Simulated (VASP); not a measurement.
Write the native input for VASP 6.6.1 that does the following.

```
Task                   : single point
Functional             : PBE
Potentials or basis    : VASP PAW PBE potentials, release 64 (Zr_sv)
Cutoff                 : 520 eV
k mesh                 : 16 × 16 × 16
Occupations            : gaussian, width 0.1 eV
Spin                   : no spin polarisation
Dipole correction      : no
Further INCAR settings : ALGO = Fast; EDIFF = 1e-06; NBANDS = 12
```

The structure of Zr lies in POSCAR:

```
Zr
1.0
    0.0000000000      2.2396381318      2.2396381318
    2.2396381318      0.0000000000      2.2396381318
    2.2396381318      2.2396381318      0.0000000000
Zr
1
Direct
    0.0000000000      0.0000000000      0.0000000000
```

This isn't the form of Zr at room conditions, which is hcp.

One way to write it, as run:

INCAR

```
PREC     = Accurate       # precision mode
ENCUT    = 520            # plane-wave cutoff, eV
EDIFF    = 1E-6           # SCF threshold, eV
ISMEAR   = 0              # smearing method
SIGMA    = 0.1            # smearing width, eV
LREAL    = F              # projectors in reciprocal space
LASPH    = T              # aspherical terms in the spheres
NELM     = 60             # most SCF steps
ALGO     = Fast           # electronic algorithm
ISIF     = 2              # what is computed and relaxed
LWAVE    = F              # write WAVECAR
LCHARG   = F              # write CHGCAR
GGA      = PE             # functional
NBANDS   = 12             # bands
```

KPOINTS

```
regular mesh
0
Gamma
  16 16 16
```

Potentials or basis: VASP PAW PBE potentials, release 64 (Zr_sv).

Run with:

```sh
$ cat potpaw_PBE.64/Zr_sv/POTCAR > POTCAR
$ mpirun -np 1 vasp_std > vasp.out
```

It gave:

| Quantity | Value |
| --- | --- |
| Pressure | 3.0 GPa |
| Band gap on the k mesh | zero (bands 6 and 7 overlap by 1.39 eV) |

Caveat: the cell stands under pressure.

Wall time 66 s on 1 thread of Intel Xeon 8259CL (shared host), peak memory 0.17 GiB.
